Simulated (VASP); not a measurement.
# AlIn (P6/mmm) in VASP: notebook, part 2 of 2

VASP 6.6.1.

### 4 Single point, PBE-based screened hybrid

This run uses another cell than the first one, of 23.54 Å³/atom, 1.037 times its volume.

Contents of POSCAR:

```
AlIn
1.0
    3.0541300000      0.0000000000      0.0000000000
   -1.5270700000      2.6449600000      0.0000000000
    0.0000000000      0.0000000000      5.8280200000
Al In
1 1
Direct
    0.0000000000      0.0000000000      0.0000000000
    0.0000000000      0.0000000000      0.5000000000
```

Contents of INCAR.step1:

```
SYSTEM = AlIn
PREC = Accurate ; ENCUT = 520
EDIFF = 1E-5 ; ISMEAR = -1
SIGMA = 0.05 ; LREAL = .FALSE.
LASPH = .TRUE. ; NELM = 100
ALGO = Normal ; ISIF = 2
LWAVE = .TRUE. ; LCHARG = .FALSE.
NBANDS = 15 ; GGA = PE
```

Contents of INCAR.step2:

```
SYSTEM = AlIn
PREC = Accurate ; ENCUT = 520
EDIFF = 1E-6 ; ISMEAR = -1
SIGMA = 0.05 ; LREAL = .FALSE.
LASPH = .TRUE. ; NELM = 100
ALGO = Normal ; ISIF = 2
LWAVE = .FALSE. ; LCHARG = .FALSE.
GGA = PE ; LHFCALC = .TRUE.
AEXX = 0.25 ; HFSCREEN = 0.3
PRECFOCK = Normal ; NBANDS = 15
ISTART = 1
```

Contents of KPOINTS:

```
Automatic mesh
0
G
  5 5 3
  0 0 0
```

Potentials or basis: VASP PAW PBE potentials, release 64 (Al, In_d).

Run with:

```bash
cat potpaw_PBE.64/Al/POTCAR potpaw_PBE.64/In_d/POTCAR > POTCAR
cp INCAR.step1 INCAR
mpirun -np 1 vasp_std > vasp.out
cp INCAR.step2 INCAR
mpirun -np 1 vasp_std > vasp.out
```

OUTCAR:

```text
SYSTEM = AlIn
   PREC = Accurate
   ENCUT = 520
   EDIFF = 1E-6
   ISMEAR = -1
   LREAL = .FALSE.
   LASPH = .TRUE.
   NELM = 100
   ISIF = 2
   GGA = PE
   LHFCALC = .TRUE.
   AEXX = 0.25
   HFSCREEN = 0.3
   PRECFOCK = Normal
   ISTART = 1

 ion  position               nearest neighbor table
   1  0.000  0.000  0.000-   2 2.91   2 2.91
   2  0.000  0.000  0.500-   1 2.91   1 2.91

  LATTYP: Found a hexagonal cell.
 ALAT       =     3.0541300000
 C/A-ratio  =     1.9082422818

  Lattice vectors:

 A1 = (   3.0541300000,   0.0000000000,   0.0000000000)
 A2 = (  -1.5270700000,   2.6449600000,   0.0000000000)
 A3 = (   0.0000000000,   0.0000000000,   5.8280200000)

Analysis of symmetry for initial positions (statically):
=====================================================================
 Subroutine PRICEL returns:
 Original cell was already a primitive cell.

 Routine SETGRP: Setting up the symmetry group for a
 hexagonal supercell.

 Subroutine GETGRP returns: Found 24 space group operations
 (whereof 24 operations were pure point group operations)
 out of a pool of 24 trial point group operations.

The static configuration has the point symmetry D_6h.

Analysis of symmetry for dynamics (positions and initial velocities):
=====================================================================
 Subroutine PRICEL returns:
 Original cell was already a primitive cell.

 Routine SETGRP: Setting up the symmetry group for a
 hexagonal supercell.

 Subroutine GETGRP returns: Found 24 space group operations
 (whereof 24 operations were pure point group operations)
 out of a pool of 24 trial point group operations.

The dynamic configuration has the point symmetry D_6h.

 Subroutine INISYM returns: Found 24 space group operations
 (whereof 24 operations are pure point group operations),
 and found     1 'primitive' translations

----------------------------------------------------------------------------------------

                                     Primitive cell

  volume of cell :      47.0790

  direct lattice vectors                    reciprocal lattice vectors
     3.054130000  0.000000000  0.000000000     0.327425486  0.189039395  0.000000000
    -1.527070000  2.644960000  0.000000000     0.000000000  0.378077551  0.000000000
     0.000000000  0.000000000  5.828020000     0.000000000  0.000000000  0.171584861

  length of vectors
     3.054130000  3.054137552  5.828020000     0.378078486  0.378077551  0.171584861

  position of ions in fractional coordinates (direct lattice)
     0.000000000  0.000000000  0.000000000
     0.000000000  0.000000000  0.500000000

  ion indices of the primitive-cell ions
   primitive index   ion index
                 1           1
                 2           2

----------------------------------------------------------------------------------------

 KPOINTS: Automatic mesh

Automatic generation of k-mesh.
 Grid dimensions read from file:
 generate k-points for:    5    5    3

 Generating k-lattice:

[... 33 lines left out ...]
   ions per type =               1   1
   NGX,Y,Z   is equivalent  to a cutoff of  13.06, 13.06, 13.69 a.u.
   NGXF,Y,Z  is equivalent  to a cutoff of  26.13, 26.13, 27.38 a.u.
 SYSTEM =  AlIn
   PREC   = accura    normal or accurate (medium, high low for compatibility)
   ISTART =      1    job   : 0-new  1-cont  2-samecut
   ICHARG =      0    charge: 1-file 2-atom 10-const
   ISPIN  =      1    spin polarized calculation?
   LNONCOLLINEAR =      F non collinear calculations
   LSORBIT =      F    spin-orbit coupling
   LASPH  =      T    aspherical Exc in radial PAW
   ENCUT  =  520.0 eV  38.22 Ry    6.18 a.u.   5.68  5.68 10.84*2*pi/ulx,y,z
   NELM   =    100;   NELMIN=  2; NELMDL=  0     # of ELM steps
   EDIFF  = 0.1E-05   stopping-criterion for ELM
   LREAL  =      F    real-space projection
   EDIFFG = 0.1E-04   stopping-criterion for IOM
   NSW    =      0    number of steps for IOM
   IBRION =     -1    ionic relax: 0-MD 1-quasi-New 2-CG
   NFREE  =      0    steps in history (QN), initial steepest desc. (CG)
   ISIF   =      2    stress and relaxation
   ISYM   =      3    0-nonsym 1-usesym 2-fastsym
   POTIM  = 0.5000    time-step for ionic-motion
   TEBEG  =    0.0;   TEEND  =   0.0 temperature during run
   PSTRESS=    0.0 pullay stress
   NELECT =      16.0000    total number of electrons
   NUPDOWN=      -1.0000    fix difference up-down
   EMIN   =  10.00;   EMAX   =-10.00  energy-range for DOS
   EFERMI =   0.00;   METHOD = LEGACY
   ISMEAR =    -1;   SIGMA  =   0.05  broadening in eV -4-tet -1-fermi 0-gaus
   EFERMI_NEDOS =   21; number of points for ismear=-14 and -15
   IALGO  =     38    algorithm
   IMIX   =      1    mixing-type and parameters
     AMIX     =   0.40;   BMIX     =  1.00
     AMIX_MAG =   1.60;   BMIX_MAG =  1.00
  volume/ion in A,a.u.               =      23.54       158.85
  Fermi-wavevector in a.u.,A,eV,Ry     =   1.142455  2.158926 17.758357  1.305202
  Thomas-Fermi vector in A             =   2.279152
   LORBIT       =      0    0 simple, 1 ext, 2 COOP (PROOUT), +10 PAW based schemes
   GGA     = PE    functional components
   LHFCALC =     T    Hartree Fock is set to
   PRECFOCK=normal    Normal, Fast or Accurate (Low or Medium for compatibility)
   ENCUT4O =  -1.0   cutoff for four orbital integrals eV
   NKREDX  =     1    reduce k-point grid by
   NKREDY  =     1    reduce k-point grid by
   NKREDZ  =     1    reduce k-point grid by
   AEXX    =    0.2500 exact exchange contribution
   HFSCREEN=    0.3000 screening length (either q_TF or 0.3 A-1)
   HFSCREENC=   0.3000 screening length for correlation (either q_TF or 0.3 A-1)
   ENCUTFOCK=  -1.0 apply spherical cutoff to Coloumb kernel
   IVDW    =     0    specifies the selected vdW correction
   LEPSILON=     F    determine dielectric tensor
   LRPA    =     F    only Hartree local field effects (RPA)
 non-spin polarized calculation
  energy-cutoff  :      520.00
  volume of cell :       47.08
 maximum number of plane-waves:      1281
 NGX is ok and might be reduce to    24
  NGX = 18; NGY = 18; NGZ = 36

 number of electron      15.9999997 magnetization

 Free energy of the ion-electron system (eV)
  ---------------------------------------------------
  ext. energy  EPLUGINS =         0.00000000
  ---------------------------------------------------
  free energy    TOTEN  =        -6.48468472 eV

  energy without entropy =       -6.48380360  energy(sigma->0) =       -6.48424416

 E-fermi :   6.5063     XC(G=0):  -8.3066

 val. band max:        6.2329842509   @ k =   0.2000   0.0000   0.3333
 cond. band min:       6.7639612943   @ k =   0.4000   0.2000   0.0000
 fundamental gap:      0.5309770435
 Fermi energy:         6.5063239262

 k-point     1 :       0.0000    0.0000    0.0000
  band No.  band energies     occupation
      1     -10.2275      2.00000
      2     -10.0896      2.00000
      3     -10.0896      2.00000
      4      -9.6816      2.00000
      5      -9.6816      2.00000
      6      -4.1482      2.00000
      7       0.3373      2.00000
      8       2.1435      2.00000
      9      14.6266      0.00000
     10      16.3816      0.00000
     11      17.4325      0.00000
     12      17.4325      0.00000
     13      19.1977      0.00000
     14      19.1977      0.00000
[... 149 lines left out ...]
      2     -10.0004      2.00000
      3      -9.8398      2.00000
      4      -9.7407      2.00000
      5      -9.6853      2.00000
      6       3.0973      2.00000
      7       4.0032      2.00000
      8       4.6991      2.00000
      9       5.4765      2.00000
     10       8.3877      0.00000
     11       9.7910      0.00000
     12      11.6414      0.00000
     13      12.9175      0.00000
     14      15.8704      0.00000
     15      16.6601      0.00000

------------------------ aborting loop because EDIFF is reached ----------------------------------------

  FORCE on cell =-STRESS in cart. coord.  units (eV):
  Direction    XX          YY          ZZ          XY          YZ          ZX
  --------------------------------------------------------------------------------------
  -------------------------------------------------------------------------------------
  Total       -1.0372871     -1.0372917      0.2660448      0.0000020     -0.0000000     -0.0000000
  in kB      -35.3005856    -35.3007413      9.0539432      0.0000667     -0.0000000     -0.0000000
  external PRESSURE =     -20.5157946 kB  Pullay stress =       0.0000000 kB

 VOLUME and BASIS-vectors are now :
 -----------------------------------------------------------------------------
  energy-cutoff  :      520.00
  volume of cell :       47.08
      direct lattice vectors                 reciprocal lattice vectors
     3.054130000  0.000000000  0.000000000     0.327425486  0.189039395  0.000000000
    -1.527070000  2.644960000  0.000000000     0.000000000  0.378077551  0.000000000
     0.000000000  0.000000000  5.828020000     0.000000000  0.000000000  0.171584861

 POSITION                                       TOTAL-FORCE (eV/Angst)
 -----------------------------------------------------------------------------------
      0.00000      0.00000      0.00000        -0.000000      0.000000      0.000000
      0.00000      0.00000      2.91401         0.000000      0.000000      0.000000
 -----------------------------------------------------------------------------------
    total drift:                                0.000005      0.000011      0.000032

  FREE ENERGIE OF THE ION-ELECTRON SYSTEM (eV)
  ---------------------------------------------------
  free  energy   TOTEN  =        -6.4846847242 eV

  energy  without entropy=       -6.4838035979  energy(sigma->0) =       -6.48424416
```

Run time: 5 min. Hardware: 1 thread of AMD EPYC 9R45 (Zen 5), shared host; peak memory 0.24 GiB.

What came out:

- Free energy: -6.4847 eV
- Pressure: -2.1 GPa
- Band gap on the k mesh: zero (band 8 reaches 7.77 eV, above the bottom of band 9 at 5.48 eV)

Caveat: the k points lie up to 0.48 Å⁻¹ apart; the PAW data sets were made with another functional, which shifts forces and pressure a little; spin-orbit coupling is left out, which moves the levels of the heavy elements.

### 5 Single point, PBE

This run uses another cell than the first one, of 22.60 Å³/atom, 0.996 times its volume.

Contents of INCAR:

```
SYSTEM = AlIn
PREC = Accurate
ENCUT = 520
EDIFF = 1E-6
ISMEAR = -1
SIGMA = 0.05
LREAL = .False.
LASPH = .True.
NELM = 80
ALGO = Fast
ISIF = 2
LWAVE = .False.
LCHARG = .False.
GGA = PE
NBANDS = 15
```

Contents of KPOINTS:

```
regular mesh
0
Gamma
  8 8 4
  0 0 0
```

Edit POSCAR of step 4 so:

```diff
@@ -4,3 +4,3 @@
    -1.5270700000      2.6449600000      0.0000000000
-    0.0000000000      0.0000000000      5.8280200000
+    0.0000000000      0.0000000000      5.5948992000
 Al In
```

Run with:

```bash
cat potpaw_PBE.64/Al/POTCAR potpaw_PBE.64/In_d/POTCAR > POTCAR
mpirun -np 1 vasp_std > vasp.out
```

Run time: 7.7 s. Hardware: 1 thread of Intel Xeon 6975P-C (Granite Rapids), shared host; peak memory 0.16 GiB.

It converged, with:

```yaml
Free_energy: -5.7500 eV
Pressure: 2.5 GPa
Band_gap_on_the_k_mesh: zero (band 8 reaches 9.21 eV, above the bottom of band 9 at 4.72 eV)
```

Stress tensor (GPa, compression positive):
```
1.09 0.00 0.00
0.00 1.09 0.00
0.00 0.00 5.38
```

Levels at points of the mesh, in eV from the Fermi level:
```csv
k point,band 6,band 7,band 8,band 9,band 10,band 11
"(0.00, 0.00, 0.00)",-9.84,-5.21,-4.02,8.70,9.87,9.87
"(0.50, 0.00, 0.00)",-4.45,-3.73,-0.29,0.02,0.50,3.52
"(0.00, 0.00, 0.50)",-8.98,-8.06,1.25,1.92,10.67,10.67
"(0.50, 0.00, 0.50)",-3.37,-3.26,-2.75,-2.28,5.60,6.39
```

Caveat: spin-orbit coupling is left out, which moves the levels of the heavy elements.

### 6 The runs side by side

```tsv
level	cell	k mesh	grid for exact exchange (PRECFOCK)	share of exact exchange	screening parameter	gap on the mesh (eV)	pressure (GPa)
PBE-based screened hybrid	a = 2.997, b = 2.997, c = 5.838 Å, angles 90.0, 90.0, 120.0°, 2 atoms	5 × 5 × 3	Normal	0.25	0.3 1/Å	none	0.0
HF	a = 3.090, b = 3.090, c = 6.008 Å, angles 90.0, 90.0, 120.0°, 2 atoms	5 × 5 × 3	Normal	-	-	none	2.0
PBE-based screened hybrid	a = 3.054, b = 3.054, c = 5.828 Å, angles 90.0, 90.0, 120.0°, 2 atoms	5 × 5 × 3	Normal	0.25	0.3 1/Å	none	-2.1
PBE	a = 3.054, b = 3.054, c = 5.595 Å, angles 90.0, 90.0, 120.0°, 2 atoms	8 × 8 × 4	-	-	-	none	2.5
```

Alike in all rows: task single point; potentials or basis VASP PAW PBE potentials, release 64 (Al, In_d); no spin polarisation; cutoff (eV) 520; smearing fermi-dirac 0.05 eV.

Caveats: some runs use coarse meshes; spin-orbit coupling is left out, which moves the levels of the heavy elements; the PAW data sets were made with another functional, which shifts forces and pressure a little (some runs).

Total energies depend on the potentials used, so only differences within one code and one set of settings carry meaning.
